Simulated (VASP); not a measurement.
# W (Fm-3m) in VASP: further runs

W is run at these levels: PBE; tasks: relaxation of cell and atoms.

All numbers are computed with VASP 6.6.1; they aren't measurements. Logs are shortened: lines on timing, memory, paths and dates and some standing lists are left out, and cuts for length are marked.

### 1 The cell of the first run

It takes space group Fm-3m (No. 225, cubic). The conventional cell has a = 3.862 Å, b = 3.862 Å, c = 3.862 Å, α = 90.00°, β = 90.00°, γ = 90.00°. Within 3.6 Å of W (site symmetry m-3m) lie 12 W at 2.73 Å.

### 2 Relaxation of cell and atoms, PBE, target pressure 49 GPa, at which the enthalpy is minimised

INCAR reads:

```
ALGO = Normal
EDIFF = 1E-6
EDIFFG = -0.005
ENCUT = 600
GGA = PE
IBRION = 2
ISIF = 3
ISMEAR = -1
LASPH = True
LCHARG = False
LREAL = False
LWAVE = False
NELM = 60
NSW = 60
PREC = Accurate
PSTRESS = 490.0
SIGMA = 0.08
```

KPOINTS reads:

```
k-points
0
Gamma
  17 17 17
```

POSCAR reads:

```
W
1.0
    0.0000000000      1.9310953214      1.9310953214
    1.9310953214      0.0000000000      1.9310953214
    1.9310953214      1.9310953214      0.0000000000
W
1
Direct
    0.0000000000      0.0000000000      0.0000000000
```

Potentials or basis: VASP PAW PBE potentials, release 64 (W_sv).

Run with:

```bash
cat potpaw_PBE.64/W_sv/POTCAR > POTCAR
mpirun -np 1 vasp_std > vasp.out
```

OUTCAR:

```text
EDIFF = 1E-6
   EDIFFG = -0.005
   ENCUT = 600
   GGA = PE
   IBRION = 2
   ISIF = 3
   ISMEAR = -1
   LASPH = True
   LREAL = False
   NELM = 60
   NSW = 60
   PREC = Accurate
   PSTRESS = 490.0

 ion  position               nearest neighbor table
   1  0.000  0.000  0.000-

  LATTYP: Found a face centered cubic cell.
 ALAT       =     3.8621906428

  Lattice vectors:

 A1 = (   0.0000000000,   1.9310953214,   1.9310953214)
 A2 = (   1.9310953214,   0.0000000000,   1.9310953214)
 A3 = (   1.9310953214,   1.9310953214,   0.0000000000)

Analysis of symmetry for initial positions (statically):
=====================================================================
 Subroutine PRICEL returns:
 Original cell was already a primitive cell.

 Routine SETGRP: Setting up the symmetry group for a
 face centered cubic supercell.

 Subroutine GETGRP returns: Found 48 space group operations
 (whereof 48 operations were pure point group operations)
 out of a pool of 48 trial point group operations.

The static configuration has the point symmetry O_h .

Analysis of symmetry for dynamics (positions and initial velocities):
=====================================================================
 Subroutine PRICEL returns:
 Original cell was already a primitive cell.

 Routine SETGRP: Setting up the symmetry group for a
 face centered cubic supercell.

 Subroutine GETGRP returns: Found 48 space group operations
 (whereof 48 operations were pure point group operations)
 out of a pool of 48 trial point group operations.

The dynamic configuration has the point symmetry O_h .

 Subroutine INISYM returns: Found 48 space group operations
 (whereof 48 operations are pure point group operations),
 and found     1 'primitive' translations

----------------------------------------------------------------------------------------

                                     Primitive cell

  volume of cell :      14.4026

  direct lattice vectors                    reciprocal lattice vectors
     0.000000000  1.931095321  1.931095321    -0.258920414  0.258920414  0.258920414
     1.931095321  0.000000000  1.931095321     0.258920414 -0.258920414  0.258920414
     1.931095321  1.931095321  0.000000000     0.258920414  0.258920414 -0.258920414

  length of vectors
     2.730981194  2.730981194  2.730981194     0.448463312  0.448463312  0.448463312

  position of ions in fractional coordinates (direct lattice)
     0.000000000  0.000000000  0.000000000

  ion indices of the primitive-cell ions
   primitive index   ion index
                 1           1

----------------------------------------------------------------------------------------

 KPOINTS: k-points

Automatic generation of k-mesh.
 Grid dimensions read from file:
 generate k-points for:   17   17   17

 Generating k-lattice:

  Cartesian coordinates                     Fractional coordinates (reciprocal lattice)
    -0.015230613  0.015230613  0.015230613     0.058823529  0.000000000  0.000000000
     0.015230613 -0.015230613  0.015230613     0.000000000  0.058823529  0.000000000
     0.015230613  0.015230613 -0.015230613     0.000000000  0.000000000  0.058823529

  Length of vectors
     0.026380195  0.026380195  0.026380195

  Shift w.r.t. Gamma in fractional coordinates (k-lattice)
     0.000000000  0.000000000  0.000000000

 Subroutine IBZKPT returns following result:
 ===========================================

 Found    165 irreducible k-points:

 Following reciprocal coordinates:
            Coordinates               Weight
  0.000000  0.000000  0.000000      1.000000
  0.058824  0.000000  0.000000      8.000000
  0.117647  0.000000  0.000000      8.000000
  0.176471  0.000000  0.000000      8.000000
  0.235294  0.000000  0.000000      8.000000
  0.294118  0.000000  0.000000      8.000000
[... 16 lines left out ...]
 -0.176471  0.058824  0.000000     24.000000
 -0.117647  0.058824  0.000000     24.000000
 [... further k-points ...]
   k-points           NKPTS =    165   k-points in BZ     NKDIM =    165   number of bands    NBANDS=     11
   number of dos      NEDOS =    301   number of ions     NIONS =      1
   total plane-waves  NPLWV =  13824
   dimension x,y,z NGX =    24 NGY =   24 NGZ =   24
   dimension x,y,z NGXF=    48 NGYF=   48 NGZF=   48
   ions per type =               1
   NGX,Y,Z   is equivalent  to a cutoff of  14.61, 14.61, 14.61 a.u.
   NGXF,Y,Z  is equivalent  to a cutoff of  29.22, 29.22, 29.22 a.u.
 SYSTEM =  unknown system
   PREC   = accura    normal or accurate (medium, high low for compatibility)
   ISTART =      0    job   : 0-new  1-cont  2-samecut
   ICHARG =      2    charge: 1-file 2-atom 10-const
   ISPIN  =      1    spin polarized calculation?
   LNONCOLLINEAR =      F non collinear calculations
   LSORBIT =      F    spin-orbit coupling
   LASPH  =      T    aspherical Exc in radial PAW
   ENCUT  =  600.0 eV  44.10 Ry    6.64 a.u.   5.45  5.45  5.45*2*pi/ulx,y,z
   NELM   =     60;   NELMIN=  2; NELMDL= -5     # of ELM steps
   EDIFF  = 0.1E-05   stopping-criterion for ELM
   LREAL  =      F    real-space projection
   EDIFFG = -.5E-02   stopping-criterion for IOM
   NSW    =     60    number of steps for IOM
   IBRION =      2    ionic relax: 0-MD 1-quasi-New 2-CG
   NFREE  =      1    steps in history (QN), initial steepest desc. (CG)
   ISIF   =      3    stress and relaxation
   ISYM   =      2    0-nonsym 1-usesym 2-fastsym
   POTIM  = 0.5000    time-step for ionic-motion
   TEBEG  =    0.0;   TEEND  =   0.0 temperature during run
   PSTRESS=  490.0 pullay stress
   NELECT =      14.0000    total number of electrons
   NUPDOWN=      -1.0000    fix difference up-down
   EMIN   =  10.00;   EMAX   =-10.00  energy-range for DOS
   EFERMI =   0.00;   METHOD = LEGACY
   ISMEAR =    -1;   SIGMA  =   0.08  broadening in eV -4-tet -1-fermi 0-gaus
   EFERMI_NEDOS =   21; number of points for ismear=-14 and -15
   IALGO  =     38    algorithm
   IMIX   =      4    mixing-type and parameters
     AMIX     =   0.40;   BMIX     =  1.00
     AMIX_MAG =   1.60;   BMIX_MAG =  1.00
  volume/ion in A,a.u.               =      14.40        97.19
  Fermi-wavevector in a.u.,A,eV,Ry     =   1.621700  3.064568 35.782102  2.629910
  Thomas-Fermi vector in A             =   2.715433
   LORBIT       =      0    0 simple, 1 ext, 2 COOP (PROOUT), +10 PAW based schemes
   GGA     = PE    functional components
   LHFCALC =     F    Hartree Fock is set to
   AEXX    =    0.0000 exact exchange contribution
   IVDW    =     0    specifies the selected vdW correction
   LEPSILON=     F    determine dielectric tensor
   LRPA    =     F    only Hartree local field effects (RPA)
 conjugate gradient relaxation of ions
 non-spin polarized calculation
  energy-cutoff  :      600.00
  volume of cell :       14.40
 maximum number of plane-waves:       531
 NGX is ok and might be reduce to    24
   NGX = 11   NGY = 11   NGZ = 11

--------------------------------------- Ionic step        1  -------------------------------------------

 number of electron      14.0000001 magnetization

 Free energy of the ion-electron system (eV)
  ---------------------------------------------------
  ext. energy  EPLUGINS =         0.00000000
  ---------------------------------------------------
  free energy    TOTEN  =       -12.19075762 eV

  energy without entropy =      -12.16767430  energy(sigma->0) =      -12.17921596

------------------------ aborting loop because EDIFF is reached ----------------------------------------

  FORCE on cell =-STRESS in cart. coord.  units (eV):
  Direction    XX          YY          ZZ          XY          YZ          ZX
  --------------------------------------------------------------------------------------
  -------------------------------------------------------------------------------------
  Total        4.5106608      4.5106608      4.5106608      0.0000000      0.0000000      0.0000000
  in kB      501.7756908    501.7756908    501.7756908      0.0000000      0.0000000      0.0000000
  external PRESSURE =      11.7756908 kB  Pullay stress =     490.0000000 kB
[... 59 lines left out ...]
  enthalpy is  TOTEN    =        -7.7826773499 eV   P V=        4.4726328680

--------------------------------------- Ionic step        3  -------------------------------------------

 number of electron      14.0000001 magnetization

 Free energy of the ion-electron system (eV)
  ---------------------------------------------------
  ext. energy  EPLUGINS =         0.00000000
  ---------------------------------------------------
  free energy    TOTEN  =       -12.20202430 eV

  energy without entropy =      -12.17885857  energy(sigma->0) =      -12.19044143

 E-fermi :  12.3438     XC(G=0): -14.1634

 val. band max:       12.3236638592   @ k =  -0.3529   0.1765   0.0588
 cond. band min:      12.3642377139   @ k =   0.3529   0.2941   0.0000
 fundamental gap:      0.0405738547
 Fermi energy:        12.3437506144

 k-point     1 :       0.0000    0.0000    0.0000
  band No.  band energies     occupation
      1     -61.1064      2.00000
      2     -24.5275      2.00000
      3     -24.5275      2.00000
      4     -24.5275      2.00000
      5       2.6983      2.00000
      6      11.5969      1.99982
      7      11.5969      1.99982
      8      11.5969      1.99982
      9      15.3439      0.00000
     10      15.3439      0.00000
     11      25.2569      0.00000
[... 309 lines left out ...]
 k-point    24 :      -0.1176    0.0588    0.0000
  band No.  band energies     occupation
      1     -61.0687      2.00000
      2     -24.8854      2.00000
      3     -24.6175      2.00000
      4     -24.5556      2.00000
      5       3.7660      2.00000
      6      10.8236      2.00000
      7      12.0520      1.94918
      8      12.0733      1.93420
      9      14.5760      0.00000
     10      15.3670      0.00000
     11      27.2167      0.00000

 [... further k-points ...]

------------------------ aborting loop because EDIFF is reached ----------------------------------------

  FORCE on cell =-STRESS in cart. coord.  units (eV):
  Direction    XX          YY          ZZ          XY          YZ          ZX
  --------------------------------------------------------------------------------------
  -------------------------------------------------------------------------------------
  Total        4.4164666      4.4164666      4.4164666     -0.0000000     -0.0000000     -0.0000000
  in kB      490.0586940    490.0586940    490.0586940     -0.0000000     -0.0000000     -0.0000000
  external PRESSURE =       0.0586940 kB  Pullay stress =     490.0000000 kB
[... 16 lines left out ...]
  FREE ENERGIE OF THE ION-ELECTRON SYSTEM (eV)
  ---------------------------------------------------
  free  energy   TOTEN  =       -12.2020242969 eV

  energy  without entropy=      -12.1788585708  energy(sigma->0) =      -12.19044143

  enthalpy is  TOTEN    =        -7.7860866259 eV   P V=        4.4159376709

 reached required accuracy - stopping structural energy minimisation
```

It took 24 s on 1 thread of Intel Xeon 6975P-C (Granite Rapids), shared host; peak memory 0.17 GiB.

What came out:

- Free energy: -12.2020 eV
- Relaxed volume: 14.44 Å³/atom
- Relaxed cell: a = 2.733 Å, b = 2.733 Å, c = 2.733 Å, α = 60.00°, β = 60.00°, γ = 60.00°
- Space group after relaxing (to 0.05 Å): Fm-3m (No. 225)
- Energy change on relaxing (the enthalpy is what falls): -11.3 meV/atom
- Ionic steps: 3
- Pressure after relaxing: 49.0 GPa
- Band gap on the k mesh: zero (band 7 reaches 16.05 eV, above the bottom of band 8 at 11.60 eV)

Step by step:
```csv
step,energy change (eV),largest force (eV/Å),pressure (GPa),volume (Å³)
1,0.0000,0.0000,50.18,14.40
2,-0.0646,0.0000,43.18,14.62
3,-0.0113,0.0000,49.01,14.44
```

Final structure:
```yaml
crystal:
  lattice:
    - [0.00000, 1.93272, 1.93272]
    - [1.93272, 0.00000, 1.93272]
    - [1.93272, 1.93272, 0.00000]
  atoms:
    - { symbol: W, position: [0.00000, 0.00000, 0.00000] }
```

Caveat: the cell is relaxed towards a set pressure, so the enthalpy falls and the energy may rise; spin-orbit coupling is left out, which moves the levels of the heavy elements.

### 3 Relaxation of cell and atoms, PBE, target pressure 49 GPa, at which the enthalpy is minimised

INCAR reads:

```
PREC = Accurate
ENCUT = 600
EDIFF = 1E-7
ISMEAR = -1
SIGMA = 0.08
LREAL = F
LASPH = T
NELM = 60
ALGO = Normal
ISIF = 3
LWAVE = F
LCHARG = F
GGA = PE
IBRION = 2
NSW = 32
EDIFFG = -0.005
PSTRESS = 490.0
```

KPOINTS reads:

```
regular mesh
0
Gamma
  17 17 17
```

POSCAR reads:

```
W
1.0
    0.0000000000      1.9308254530      1.9308254530
    1.9308254530      0.0000000000      1.9308254530
    1.9308254530      1.9308254530      0.0000000000
W
1
Direct
    0.0000000000      0.0000000000      0.0000000000
```

Potentials or basis: VASP PAW PBE potentials, release 64 (W_sv).

Run with:

```bash
cat potpaw_PBE.64/W_sv/POTCAR > POTCAR
mpirun -np 1 vasp_std > vasp.out
```

Run time: 24 s. Hardware: 1 thread of Intel Xeon 6975P-C (Granite Rapids), shared host; peak memory 0.17 GiB.

Results (log left out):

- Free energy: -12.2021 eV
- Relaxed volume: 14.44 Å³/atom
- Relaxed cell: a = 2.733 Å, b = 2.733 Å, c = 2.733 Å, α = 60.00°, β = 60.00°, γ = 60.00°
- Space group after relaxing (to 0.05 Å): Fm-3m (No. 225)
- Energy change on relaxing (the enthalpy is what falls): -13.2 meV/atom
- Ionic steps: 3
- Pressure after relaxing: 49.0 GPa
- Band gap on the k mesh: zero (band 7 reaches 16.05 eV, above the bottom of band 8 at 11.60 eV)

The path:
| step | energy change (eV) | largest force (eV/Å) | pressure (GPa) | volume (Å³) |
| --- | --- | --- | --- | --- |
| 1 | 0.0000 | 0.0000 | 50.39 | 14.40 |
| 2 | -0.0753 | 0.0000 | 42.16 | 14.66 |
| 3 | -0.0132 | 0.0000 | 49.00 | 14.44 |

Final structure:
```
W
1.0
     0.00000    1.93273    1.93273
     1.93273    0.00000    1.93273
     1.93273    1.93273    0.00000
W
1
Direct
  0.00000 0.00000 0.00000
```

Levels at points of the mesh, in eV from the Fermi level:
| k point | band 4 | band 5 | band 6 | band 7 | band 8 | band 9 | band 10 | band 11 |
| --- | --- | --- | --- | --- | --- | --- | --- | --- |
| (0.00, 0.00, 0.00) | -36.87 | -9.65 | -0.75 | -0.75 | -0.75 | 3.00 | 3.00 | 12.91 |

Caveat: the cell is relaxed towards a set pressure, so the enthalpy falls and the energy may rise; spin-orbit coupling is left out, which moves the levels of the heavy elements.

### 4 Relaxation of cell and atoms, PBE

This run uses another cell than the first one, of 16.14 Å³/atom, 1.121 times its volume.

INCAR reads:

```
SYSTEM = W
PREC = Accurate
ENCUT = 600
EDIFF = 1E-6
ISMEAR = -1
SIGMA = 0.08
LREAL = .FALSE.
LASPH = .TRUE.
NELM = 80
ALGO = Normal
ISIF = 3
LWAVE = .FALSE.
LCHARG = .FALSE.
GGA = PE
IBRION = 2
NSW = 60
EDIFFG = -0.005
```

KPOINTS reads:

```
regular mesh
0
G
  17 17 17
  0 0 0
```

POSCAR reads:

```
W
1.0
    0.0000000000      2.0060235071      2.0060235071
    2.0060235071      0.0000000000      2.0060235071
    2.0060235071      2.0060235071      0.0000000000
W
1
Direct
    0.0000000000      0.0000000000      0.0000000000
```

Run with:

```bash
cat potpaw_PBE.64/W_sv/POTCAR > POTCAR
mpirun -np 1 vasp_std > vasp.out
```

It took 25 s on 1 thread of Intel Xeon 6975P-C (Granite Rapids), shared host; peak memory 0.17 GiB.

The run converged. Its results:

| Quantity | Value |
| --- | --- |
| Free energy | -12.4831 eV |
| Relaxed volume | 16.49 Å³/atom |
| Relaxed cell | a = 2.857 Å, b = 2.857 Å, c = 2.857 Å, α = 60.00°, β = 60.00°, γ = 60.00° |
| Space group after relaxing (to 0.05 Å) | Fm-3m (No. 225) |
| Energy gained by relaxing | 6.6 meV/atom |
| Ionic steps | 4 |
| Pressure after relaxing | 0.0 GPa |
| Band gap on the k mesh | zero (band 7 reaches 13.27 eV, above the bottom of band 8 at 9.87 eV) |

The path:
```
step  energy change (eV)  largest force (eV/Å)  pressure (GPa)  volume (Å³)
   1              0.0000                0.0000            6.26        16.15
   2              0.0588                0.0000          -16.93        17.66
   3             -0.0066                0.0000           -0.17        16.50
   4             -0.0066                0.0000           -0.03        16.49
```

Final structure:
```xyz
1
Lattice="0.0000 2.0203 2.0203 2.0203 0.0000 2.0203 2.0203 2.0203 0.0000" Properties=species:S:1:pos:R:3 pbc="T T T"
W     0.0000    0.0000    0.0000
```

Levels at points of the mesh, in eV from the Fermi level:
| k point | band 4 | band 5 | band 6 | band 7 | band 8 | band 9 | band 10 | band 11 |
| --- | --- | --- | --- | --- | --- | --- | --- | --- |
| (0.00, 0.00, 0.00) | -37.32 | -8.97 | -0.56 | -0.56 | -0.56 | 2.55 | 2.55 | 12.78 |

Caveat: spin-orbit coupling is left out, which moves the levels of the heavy elements.
